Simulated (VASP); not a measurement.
# MgO (Fm-3m) in VASP: a series of runs, part 2 of 2

VASP 6.6.1.

## Step 3: Single point, LDA

Input file INCAR:

```
SYSTEM = MgO
ALGO = Normal ; EDIFF = 1E-6
ENCUT = 840 ; GGA_COMPAT = .FALSE.
ISIF = 2 ; ISMEAR = 0
LASPH = .TRUE. ; LCHARG = .FALSE.
LREAL = .FALSE. ; LWAVE = .FALSE.
NBANDS = 15 ; NELM = 120
PREC = Accurate ; SIGMA = 0.1
```

Input file KPOINTS:

```
k-points
0
G
  8 8 8
  0 0 0
```

Input file POSCAR:

```
MgO
1.0
    0.0000000000      2.0816499855      2.0816499855
    2.0816499855      0.0000000000      2.0816499855
    2.0816499855      2.0816499855      0.0000000000
Mg O
1 1
Direct
    0.0000000000      0.0000000000      0.0000000000
    0.5000000000      0.5000000000      0.5000000000
```

Potentials or basis: VASP PAW LDA potentials, release 64 (Mg_sv, O).

On the command line:

```
> cat potpaw_LDA.64/Mg_sv/POTCAR potpaw_LDA.64/O/POTCAR > POTCAR
> mpirun -np 1 vasp_std > vasp.out
```

OUTCAR:

```text
SYSTEM = MgO
   EDIFF = 1E-6
   ENCUT = 840
   ISIF = 2
   ISMEAR = 0
   LASPH = .TRUE.
   LREAL = .FALSE.
   NELM = 120
   PREC = Accurate

 ion  position               nearest neighbor table
   1  0.000  0.000  0.000-   2 2.08   2 2.08   2 2.08   2 2.08   2 2.08   2 2.08
   2  0.500  0.500  0.500-   1 2.08   1 2.08   1 2.08   1 2.08   1 2.08   1 2.08

  LATTYP: Found a face centered cubic cell.
 ALAT       =     4.1632999710

  Lattice vectors:

 A1 = (   0.0000000000,   2.0816499855,   2.0816499855)
 A2 = (   2.0816499855,   0.0000000000,   2.0816499855)
 A3 = (   2.0816499855,   2.0816499855,   0.0000000000)

Analysis of symmetry for initial positions (statically):
=====================================================================
 Subroutine PRICEL returns:
 Original cell was already a primitive cell.

 Routine SETGRP: Setting up the symmetry group for a
 face centered cubic supercell.

 Subroutine GETGRP returns: Found 48 space group operations
 (whereof 48 operations were pure point group operations)
 out of a pool of 48 trial point group operations.

The static configuration has the point symmetry O_h .

Analysis of symmetry for dynamics (positions and initial velocities):
=====================================================================
 Subroutine PRICEL returns:
 Original cell was already a primitive cell.

 Routine SETGRP: Setting up the symmetry group for a
 face centered cubic supercell.

 Subroutine GETGRP returns: Found 48 space group operations
 (whereof 48 operations were pure point group operations)
 out of a pool of 48 trial point group operations.

The dynamic configuration has the point symmetry O_h .

 Subroutine INISYM returns: Found 48 space group operations
 (whereof 48 operations are pure point group operations),
 and found     1 'primitive' translations

----------------------------------------------------------------------------------------

                                     Primitive cell

  volume of cell :      18.0407

  direct lattice vectors                    reciprocal lattice vectors
     0.000000000  2.081649985  2.081649985    -0.240194078  0.240194078  0.240194078
     2.081649985  0.000000000  2.081649985     0.240194078 -0.240194078  0.240194078
     2.081649985  2.081649985  0.000000000     0.240194078  0.240194078 -0.240194078

  length of vectors
     2.943897642  2.943897642  2.943897642     0.416028348  0.416028348  0.416028348

  position of ions in fractional coordinates (direct lattice)
     0.000000000  0.000000000  0.000000000
     0.500000000  0.500000000  0.500000000

  ion indices of the primitive-cell ions
   primitive index   ion index
                 1           1
                 2           2

----------------------------------------------------------------------------------------

 KPOINTS: k-points

Automatic generation of k-mesh.
 Grid dimensions read from file:
 generate k-points for:    8    8    8

 Generating k-lattice:

  Cartesian coordinates                     Fractional coordinates (reciprocal lattice)
    -0.030024260  0.030024260  0.030024260     0.125000000  0.000000000  0.000000000
     0.030024260 -0.030024260  0.030024260     0.000000000  0.125000000  0.000000000
[... 41 lines left out ...]
   number of dos      NEDOS =    301   number of ions     NIONS =      2
   total plane-waves  NPLWV =  21952
   dimension x,y,z NGX =    28 NGY =   28 NGZ =   28
   dimension x,y,z NGXF=    56 NGYF=   56 NGZF=   56
   ions per type =               1   1
   NGX,Y,Z   is equivalent  to a cutoff of  15.81, 15.81, 15.81 a.u.
   NGXF,Y,Z  is equivalent  to a cutoff of  31.62, 31.62, 31.62 a.u.
 SYSTEM =  MgO
   PREC   = accura    normal or accurate (medium, high low for compatibility)
   ISTART =      0    job   : 0-new  1-cont  2-samecut
   ICHARG =      2    charge: 1-file 2-atom 10-const
   ISPIN  =      1    spin polarized calculation?
   LNONCOLLINEAR =      F non collinear calculations
   LSORBIT =      F    spin-orbit coupling
   LASPH  =      T    aspherical Exc in radial PAW
   ENCUT  =  840.0 eV  61.74 Ry    7.86 a.u.   6.96  6.96  6.96*2*pi/ulx,y,z
   NELM   =    120;   NELMIN=  2; NELMDL= -5     # of ELM steps
   EDIFF  = 0.1E-05   stopping-criterion for ELM
   LREAL  =      F    real-space projection
   EDIFFG = 0.1E-04   stopping-criterion for IOM
   NSW    =      0    number of steps for IOM
   IBRION =     -1    ionic relax: 0-MD 1-quasi-New 2-CG
   NFREE  =      0    steps in history (QN), initial steepest desc. (CG)
   ISIF   =      2    stress and relaxation
   ISYM   =      2    0-nonsym 1-usesym 2-fastsym
   POTIM  = 0.5000    time-step for ionic-motion
   TEBEG  =    0.0;   TEEND  =   0.0 temperature during run
   PSTRESS=    0.0 pullay stress
   NELECT =      16.0000    total number of electrons
   NUPDOWN=      -1.0000    fix difference up-down
   EMIN   =  10.00;   EMAX   =-10.00  energy-range for DOS
   EFERMI =   0.00;   METHOD = LEGACY
   ISMEAR =     0;   SIGMA  =   0.10  broadening in eV -4-tet -1-fermi 0-gaus
   EFERMI_NEDOS =   21; number of points for ismear=-14 and -15
   IALGO  =     38    algorithm
   IMIX   =      4    mixing-type and parameters
     AMIX     =   0.40;   BMIX     =  1.00
     AMIX_MAG =   1.60;   BMIX_MAG =  1.00
  volume/ion in A,a.u.               =       9.02        60.87
  Fermi-wavevector in a.u.,A,eV,Ry     =   1.572886  2.972323 33.660391  2.473969
  Thomas-Fermi vector in A             =   2.674253
   LORBIT       =      0    0 simple, 1 ext, 2 COOP (PROOUT), +10 PAW based schemes
   GGA     = CA    functional components
   LHFCALC =     F    Hartree Fock is set to
   AEXX    =    0.0000 exact exchange contribution
   IVDW    =     0    specifies the selected vdW correction
   LEPSILON=     F    determine dielectric tensor
   LRPA    =     F    only Hartree local field effects (RPA)
 non-spin polarized calculation
 Gauss-broadening in eV      SIGMA  =   0.10
  energy-cutoff  :      840.00
  volume of cell :       18.04
 maximum number of plane-waves:      1012
   NGX = 13   NGY = 13   NGZ = 13

 number of electron      15.9999996 magnetization

 Free energy of the ion-electron system (eV)
  ---------------------------------------------------
  ext. energy  EPLUGINS =         0.00000000
  ---------------------------------------------------
  free energy    TOTEN  =       -13.23366566 eV

  energy without entropy =      -13.23366566  energy(sigma->0) =      -13.23366566

 E-fermi :   3.5525     XC(G=0): -12.1150

 val. band max:        2.8380250986   @ k =   0.0000   0.0000   0.0000
 cond. band min:       7.8530328819   @ k =   0.0000   0.0000   0.0000
 fundamental gap:      5.0150077833
 Fermi energy:         3.5525364669

 k-point     1 :       0.0000    0.0000    0.0000
  band No.  band energies     occupation
      1     -68.3857      2.00000
      2     -35.8425      2.00000
      3     -35.8425      2.00000
      4     -35.8425      2.00000
      5     -14.3318      2.00000
      6       2.8380      2.00000
      7       2.8380      2.00000
      8       2.8380      2.00000
      9       7.8530      0.00000
     10      18.5577      0.00000
     11      18.5577      0.00000
     12      18.5577      0.00000
     13      22.6783      0.00000
     14      24.3547      0.00000
[... 401 lines left out ...]
      2     -35.9306      2.00000
      3     -35.8786      2.00000
      4     -35.8617      2.00000
      5     -12.7031      2.00000
      6      -1.3626      2.00000
      7       0.7956      2.00000
      8       1.7840      2.00000
      9      12.5887      0.00000
     10      15.1707      0.00000
     11      16.4369      0.00000
     12      19.8611      0.00000
     13      23.5036      0.00000
     14      25.0479      0.00000
     15      29.2066      0.00000

 [... further k-points ...]

------------------------ aborting loop because EDIFF is reached ----------------------------------------

  FORCE on cell =-STRESS in cart. coord.  units (eV):
  Direction    XX          YY          ZZ          XY          YZ          ZX
  --------------------------------------------------------------------------------------
  -------------------------------------------------------------------------------------
  Total        0.0116771      0.0116771      0.0116771      0.0000000     -0.0000000      0.0000000
  in kB        1.0370296      1.0370296      1.0370296      0.0000000     -0.0000000      0.0000000
  external PRESSURE =       1.0370296 kB  Pullay stress =       0.0000000 kB

 VOLUME and BASIS-vectors are now :
 -----------------------------------------------------------------------------
  energy-cutoff  :      840.00
  volume of cell :       18.04
      direct lattice vectors                 reciprocal lattice vectors
     0.000000000  2.081649985  2.081649985    -0.240194078  0.240194078  0.240194078
     2.081649985  0.000000000  2.081649985     0.240194078 -0.240194078  0.240194078
     2.081649985  2.081649985  0.000000000     0.240194078  0.240194078 -0.240194078

 POSITION                                       TOTAL-FORCE (eV/Angst)
 -----------------------------------------------------------------------------------
      0.00000      0.00000      0.00000        -0.000000     -0.000000      0.000000
      2.08165      2.08165      2.08165         0.000000      0.000000     -0.000000
 -----------------------------------------------------------------------------------
    total drift:                                0.000000      0.000000      0.000000

  FREE ENERGIE OF THE ION-ELECTRON SYSTEM (eV)
  ---------------------------------------------------
  free  energy   TOTEN  =       -13.2336656629 eV

  energy  without entropy=      -13.2336656629  energy(sigma->0) =      -13.23366566
```

OSZICAR:

```text
N       E                     dE             d eps       ncg     rms          rms(c)
DAV:   1     0.160730675529E+03    0.16073E+03   -0.13558E+04   870   0.177E+03
DAV:   2    -0.897428678563E+01   -0.16970E+03   -0.16035E+03  1017   0.451E+02
DAV:   3    -0.147872903314E+02   -0.58130E+01   -0.57667E+01  1172   0.774E+01
DAV:   4    -0.148607160213E+02   -0.73426E-01   -0.73417E-01   989   0.868E+00
DAV:   5    -0.148617465151E+02   -0.10305E-02   -0.10305E-02  1143   0.833E-01    0.848E+00
DAV:   6    -0.132985866475E+02    0.15632E+01   -0.24229E+00   940   0.150E+01    0.276E+00
DAV:   7    -0.132623270246E+02    0.36260E-01   -0.13129E-01  1031   0.336E+00    0.166E+00
DAV:   8    -0.132347152295E+02    0.27612E-01   -0.42658E-02  1087   0.208E+00    0.329E-01
DAV:   9    -0.132336336015E+02    0.10816E-02   -0.33403E-03   968   0.512E-01    0.765E-02
DAV:  10    -0.132336730743E+02   -0.39473E-04   -0.13391E-04  1108   0.143E-01    0.349E-02
DAV:  11    -0.132336657458E+02    0.73285E-05   -0.11385E-05  1052   0.377E-02    0.411E-03
DAV:  12    -0.132336656629E+02    0.82865E-07   -0.19209E-07   498   0.626E-03
   1 F= -.13233666E+02 E0= -.13233666E+02  d E =-.222524E-25
```

stdout:

```text
POSCAR found type information on POSCAR MgO
 POSCAR found :  2 types and       2 ions
 scaLAPACK will be used
 LDA part: xc-table for (Slater(with rela. corr.)+CA(PZ))
 , standard interpolation
 POSCAR, INCAR and KPOINTS ok, starting setup
 FFT: planning ... GRIDC
 FFT: planning ... GRID_SOFT
 FFT: planning ... GRID
 WAVECAR not read
 entering main loop
```

Run time: 5.9 s. Hardware: 1 thread of Intel Xeon 6975P-C (Granite Rapids), shared host; peak memory 0.13 GiB.

Results:

| Item | Value |
| --- | --- |
| Free energy | -13.2337 eV |
| Pressure | 0.1 GPa |
| Band gap on the k mesh | 5.01 eV |

## Step 4: Against experiment

Step 2. Measured gap of MgO: 7.83 eV (quoted in “Electronic structure of alkaline earth and post-transition metal oxides”, 2009, arxiv:0908.1581). This calculation gives 5.03 eV (-2.80 eV). The value is that of LDA, without temperature or zero-point motion. Semilocal functionals fall short of measured gaps as a rule.

Step 3. Measured gap of MgO: 7.83 eV (quoted in “Electronic structure of alkaline earth and post-transition metal oxides”, 2009, arxiv:0908.1581). This calculation gives 5.01 eV (-2.82 eV). The value is that of LDA, without temperature or zero-point motion. Semilocal functionals fall short of measured gaps as a rule.
